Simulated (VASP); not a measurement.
# C (I4_1/amd) in VASP: single point with PBEsol

Aim: the single point of C with PBEsol.

All numbers are computed with VASP 6.6.1; they aren't measurements. Logs are shortened: lines on timing, memory, paths and dates and some standing lists are left out, and cuts for length are marked.

## (1) The cell of the first run

It takes space group I4_1/amd (No. 141, tetragonal). Conventional cell: a = 2.532 Å, b = 2.532 Å, c = 3.547 Å, α = 90.00°, β = 90.00°, γ = 90.00°. Within 2.1 Å of C (site symmetry -4m2) lie 4 C at 1.55 Å.

## (2) Single point, PBEsol

Contents of INCAR:

```
PREC = Accurate ; ENCUT = 1300
EDIFF = 1E-6 ; ISMEAR = 0
SIGMA = 0.02 ; LREAL = False
LASPH = True ; NELM = 120
ALGO = Normal ; ISIF = 2
LWAVE = False ; LCHARG = False
GGA = PS ; NBANDS = 16
ISYM = 0 ; GGA_COMPAT = False
```

Contents of KPOINTS:

```
regular mesh
0
Gamma
  8 8 15
```

Contents of POSCAR:

```
C
1.0
    3.5809658789      0.0000000000      0.0000009172
    0.0000000000      3.5809658789      0.0000000000
   -1.7904824884      0.0000000000      1.7733809159
C
4
Direct
    0.0000000000      0.4999998545      0.0000000000
    0.5000000000     -0.0000001455      0.0000000000
    0.5000000000      0.2500001455      0.5000000000
    0.0000000000      0.7500001455      0.5000000000
```

Potentials or basis: VASP PAW PBE potentials, release 64 (C_h).

The run is started by

```
> cat potpaw_PBE.64/C_h/POTCAR > POTCAR
> mpirun -np 1 vasp_std > vasp.out
```

OUTCAR:

```text
PREC = Accurate
   ENCUT = 1300
   EDIFF = 1E-6
   ISMEAR = 0
   LREAL = False
   LASPH = True
   NELM = 120
   ISIF = 2
   GGA = PS
   ISYM = 0

 ion  position               nearest neighbor table
   1  0.000  0.500  0.000-
   2  0.500  1.000  0.000-
   3  0.500  0.250  0.500-
   4  0.000  0.750  0.500-

IMPORTANT INFORMATION: All symmetrisations will be switched off!
NOSYMM: (Re-)initialisation of all symmetry stuff for point group C_1.

----------------------------------------------------------------------------------------

                                     Primitive cell

  volume of cell :      22.7406

  direct lattice vectors                    reciprocal lattice vectors
     3.580965879  0.000000000  0.000000917     0.279254194  0.000000000  0.281947178
     0.000000000  3.580965879  0.000000000     0.000000000  0.279254267  0.000000000
    -1.790482488  0.000000000  1.773380916    -0.000000144  0.000000000  0.563894498

  length of vectors
     3.580965879  3.580965879  2.520060994     0.396833865  0.279254267  0.563894498

  position of ions in fractional coordinates (direct lattice)
     0.000000000  0.499999854  0.000000000
     0.500000000  0.999999854  1.000000000
     0.500000000  0.250000146  0.500000000
     0.000000000  0.750000146  0.500000000

  ion indices of the primitive-cell ions
   primitive index   ion index
                 1           1
                 2           2
                 3           3
                 4           4

----------------------------------------------------------------------------------------

 KPOINTS: regular mesh

Automatic generation of k-mesh.
 Grid dimensions read from file:
 generate k-points for:    8    8   15

 Generating k-lattice:

  Cartesian coordinates                     Fractional coordinates (reciprocal lattice)
     0.034906774  0.000000000  0.035243397     0.125000000  0.000000000  0.000000000
     0.000000000  0.034906783  0.000000000     0.000000000  0.125000000  0.000000000
    -0.000000010  0.000000000  0.037592967    -0.000000000  0.000000000  0.066666667

  Length of vectors
     0.049604233  0.034906783  0.037592967

  Shift w.r.t. Gamma in fractional coordinates (k-lattice)
     0.000000000  0.000000000  0.000000000

 -----------------------------------------------------------------------------
|                                                                             |
|           W    W    AA    RRRRR   N    N  II  N    N   GGGG   !!!           |
|           W    W   A  A   R    R  NN   N  II  NN   N  G    G  !!!           |
|           W    W  A    A  R    R  N N  N  II  N N  N  G       !!!           |
|           W WW W  AAAAAA  RRRRR   N  N N  II  N  N N  G  GGG   !            |
|           WW  WW  A    A  R   R   N   NN  II  N   NN  G    G                |
|           W    W  A    A  R    R  N    N  II  N    N   GGGG   !!!           |
|                                                                             |
|     Your reciprocal lattice and k-lattice belong to different lattice       |
|     classes:                                                                |
|                                                                             |
|        The reciprocal lattice is base centered orthorhombic,                |
|        whereas your k-lattice is simple monoclinic.                         |
|                                                                             |
|     Results are often still useful ...                                      |
|                                                                             |
 -----------------------------------------------------------------------------

 WARNING: IBZKPT: internal override: KBLOWUP is changed to .FALSE.
      ... skipping the blow-up phase ...

 Subroutine IBZKPT returns following result:
 ===========================================

 Found    482 irreducible k-points:

 Following reciprocal coordinates:
            Coordinates               Weight
  0.000000  0.000000  0.000000      1.000000
  0.125000  0.000000  0.000000      2.000000
  0.250000  0.000000  0.000000      2.000000
  0.375000  0.000000 -0.000000      2.000000
  0.500000  0.000000  0.000000      1.000000
  0.000000  0.125000  0.000000      2.000000
[... 16 lines left out ...]
  0.125000  0.375000  0.000000      2.000000
  0.250000  0.375000  0.000000      2.000000
 [... further k-points ...]
   k-points           NKPTS =    482   k-points in BZ     NKDIM =    482   number of bands    NBANDS=     16
   number of dos      NEDOS =    301   number of ions     NIONS =      4
   total plane-waves  NPLWV =  52920
   dimension x,y,z NGX =    42 NGY =   42 NGZ =   30
   dimension x,y,z NGXF=    84 NGYF=   84 NGZF=   60
   ions per type =               4
   NGX,Y,Z   is equivalent  to a cutoff of  19.50, 19.50, 19.79 a.u.
   NGXF,Y,Z  is equivalent  to a cutoff of  39.00, 39.00, 39.58 a.u.
 SYSTEM =  unknown system
   PREC   = accura    normal or accurate (medium, high low for compatibility)
   ISTART =      0    job   : 0-new  1-cont  2-samecut
   ICHARG =      2    charge: 1-file 2-atom 10-const
   ISPIN  =      1    spin polarized calculation?
   LNONCOLLINEAR =      F non collinear calculations
   LSORBIT =      F    spin-orbit coupling
   LASPH  =      T    aspherical Exc in radial PAW
   ENCUT  = 1300.0 eV  95.55 Ry    9.77 a.u.  10.53 10.53  7.41*2*pi/ulx,y,z
   NELM   =    120;   NELMIN=  2; NELMDL= -5     # of ELM steps
   EDIFF  = 0.1E-05   stopping-criterion for ELM
   LREAL  =      F    real-space projection
   EDIFFG = 0.1E-04   stopping-criterion for IOM
   NSW    =      0    number of steps for IOM
   IBRION =     -1    ionic relax: 0-MD 1-quasi-New 2-CG
   NFREE  =      0    steps in history (QN), initial steepest desc. (CG)
   ISIF   =      2    stress and relaxation
   ISYM   =      0    0-nonsym 1-usesym 2-fastsym
   POTIM  = 0.5000    time-step for ionic-motion
   TEBEG  =    0.0;   TEEND  =   0.0 temperature during run
   PSTRESS=    0.0 pullay stress
   NELECT =      16.0000    total number of electrons
   NUPDOWN=      -1.0000    fix difference up-down
   EMIN   =  10.00;   EMAX   =-10.00  energy-range for DOS
   EFERMI =   0.00;   METHOD = LEGACY
   ISMEAR =     0;   SIGMA  =   0.02  broadening in eV -4-tet -1-fermi 0-gaus
   EFERMI_NEDOS =   21; number of points for ismear=-14 and -15
   IALGO  =     38    algorithm
   IMIX   =      4    mixing-type and parameters
     AMIX     =   0.40;   BMIX     =  1.00
     AMIX_MAG =   1.60;   BMIX_MAG =  1.00
  volume/ion in A,a.u.               =       5.69        38.37
  Fermi-wavevector in a.u.,A,eV,Ry     =   1.456065  2.751563 28.846041  2.120124
  Thomas-Fermi vector in A             =   2.573026
   LORBIT       =      0    0 simple, 1 ext, 2 COOP (PROOUT), +10 PAW based schemes
   GGA     = PS    functional components
   LHFCALC =     F    Hartree Fock is set to
   AEXX    =    0.0000 exact exchange contribution
   IVDW    =     0    specifies the selected vdW correction
   LEPSILON=     F    determine dielectric tensor
   LRPA    =     F    only Hartree local field effects (RPA)
 non-spin polarized calculation
 Gauss-broadening in eV      SIGMA  =   0.02
  energy-cutoff  :     1300.00
  volume of cell :       22.74
 maximum number of plane-waves:      2457
   NGX = 21   NGY = 21   NGZ = 15

 number of electron      16.0000000 magnetization

 Free energy of the ion-electron system (eV)
  ---------------------------------------------------
  ext. energy  EPLUGINS =         0.00000000
  ---------------------------------------------------
  free energy    TOTEN  =       -38.54587877 eV

  energy without entropy =      -38.54587877  energy(sigma->0) =      -38.54587877

 E-fermi :  11.1690     XC(G=0): -13.5615

 val. band max:       10.9768423352   @ k =   0.0000   0.0000   0.0000
 cond. band min:      14.7625451597   @ k =   0.0000   0.0000   0.4000
 fundamental gap:      3.7857028244
 Fermi energy:        11.1690440290

 k-point     1 :       0.0000    0.0000    0.0000
  band No.  band energies     occupation
      1     -10.6058      2.00000
      2      -1.9248      2.00000
      3      -1.9248      2.00000
      4       4.6096      2.00000
      5       4.6096      2.00000
      6      10.8339      2.00000
[... 8 lines left out ...]
     15      27.6103      0.00000
     16      27.6104      0.00000

 k-point     2 :       0.1250    0.0000    0.0000
  band No.  band energies     occupation
      1     -10.3163      2.00000
      2      -1.8275      2.00000
      3      -1.6648      2.00000
      4       3.3083      2.00000
      5       4.8507      2.00000
      6       9.4662      2.00000
[... 8 lines left out ...]
     15      26.9201      0.00000
     16      27.2585      0.00000

 k-point     3 :       0.2500    0.0000    0.0000
  band No.  band energies     occupation
      1      -9.4528      2.00000
      2      -2.0709      2.00000
      3      -0.8883      2.00000
      4       1.4822      2.00000
      5       5.5488      2.00000
      6       6.8928      2.00000
[... 8 lines left out ...]
     15      25.1724      0.00000
     16      26.4307      0.00000

 k-point     4 :       0.3750    0.0000   -0.0000
  band No.  band energies     occupation
      1      -8.0347      2.00000
      2      -3.8653      2.00000
      3       0.3934      2.00000
      4       1.6872      2.00000
      5       4.3578      2.00000
      6       5.2469      2.00000
[... 8 lines left out ...]
     15      25.0804      0.00000
     16      25.4799      0.00000
[... 324 lines left out ...]
 k-point    22 :       0.0000    0.3750    0.0000
  band No.  band energies     occupation
      1      -9.3211      2.00000
      2      -7.0789      2.00000
      3       4.3525      2.00000
      4       5.8325      2.00000
      5       5.8668      2.00000
      6       7.8788      2.00000
[... 8 lines left out ...]
     15      24.1321      0.00000
     16      24.4161      0.00000

 k-point    23 :       0.1250    0.3750    0.0000
  band No.  band energies     occupation
      1      -9.0361      2.00000
      2      -6.8063      2.00000
      3       3.3677      2.00000
      4       5.6164      2.00000
      5       5.7930      2.00000
      6       6.0545      2.00000
[... 8 lines left out ...]
     15      23.6334      0.00000
     16      23.8622      0.00000

 k-point    24 :       0.2500    0.3750    0.0000
  band No.  band energies     occupation
      1      -8.1887      2.00000
      2      -6.0101      2.00000
      3       0.8141      2.00000
      4       2.9254      2.00000
      5       5.9537      2.00000
      6       6.6207      2.00000
[... 8 lines left out ...]
     15      23.1067      0.00000
     16      25.2631      0.00000

 [... further k-points ...]

------------------------ aborting loop because EDIFF is reached ----------------------------------------

  FORCE on cell =-STRESS in cart. coord.  units (eV):
  Direction    XX          YY          ZZ          XY          YZ          ZX
  --------------------------------------------------------------------------------------
  -------------------------------------------------------------------------------------
  Total       -1.2218888     -1.2218607      0.0164291     -0.0000001      0.0000001     -0.0000482
  in kB      -86.0874314    -86.0854549      1.1575051     -0.0000039      0.0000055     -0.0033952
  external PRESSURE =     -57.0051271 kB  Pullay stress =       0.0000000 kB

 VOLUME and BASIS-vectors are now :
 -----------------------------------------------------------------------------
  energy-cutoff  :     1300.00
  volume of cell :       22.74
      direct lattice vectors                 reciprocal lattice vectors
     3.580965879  0.000000000  0.000000917     0.279254194  0.000000000  0.281947178
     0.000000000  3.580965879  0.000000000     0.000000000  0.279254267  0.000000000
    -1.790482488  0.000000000  1.773380916    -0.000000144  0.000000000  0.563894498

 POSITION                                       TOTAL-FORCE (eV/Angst)
 -----------------------------------------------------------------------------------
      0.00000      1.79048      0.00000        -0.000000      0.000039     -0.000000
      1.79048      3.58097      0.00000         0.000000      0.000038      0.000000
      0.89524      0.89524      0.88669         0.000000     -0.000038      0.000000
     -0.89524      2.68572      0.88669        -0.000000     -0.000039     -0.000000
 -----------------------------------------------------------------------------------
    total drift:                               -0.000000     -0.000000      0.000000

  FREE ENERGIE OF THE ION-ELECTRON SYSTEM (eV)
  ---------------------------------------------------
  free  energy   TOTEN  =       -38.5458787710 eV

  energy  without entropy=      -38.5458787710  energy(sigma->0) =      -38.54587877
```

It took 7.1 min on 1 thread of Intel Xeon Platinum 8259CL at 2.50GHz (Skylake/Cascade Lake), shared host; peak memory 0.58 GiB.

What came out:

```yaml
Free_energy: -38.5459 eV
Pressure: -5.7 GPa
Band_gap_on_the_k_mesh: 3.79 eV
```

Levels at points of the mesh, in eV from the valence-band top:
| k point | band 6 | band 7 | band 8 | band 9 | band 10 | band 11 |
| --- | --- | --- | --- | --- | --- | --- |
| (0.00, 0.00, 0.00) | -0.14 | -0.14 | 0.00 | 4.58 | 4.58 | 5.37 |
| (0.50, 0.00, 0.00) | -7.79 | -3.07 | -3.07 | 7.80 | 7.80 | 9.84 |
| (0.00, 0.50, 0.00) | -4.22 | -4.17 | -4.17 | 4.32 | 4.32 | 10.00 |
| (0.50, 0.50, 0.00) | -2.98 | -2.81 | -2.81 | 8.24 | 8.24 | 8.26 |

Caveat: the stress differs along the axes, from -9 to 0 GPa; the PAW data sets were made with another functional, which shifts forces and pressure a little.
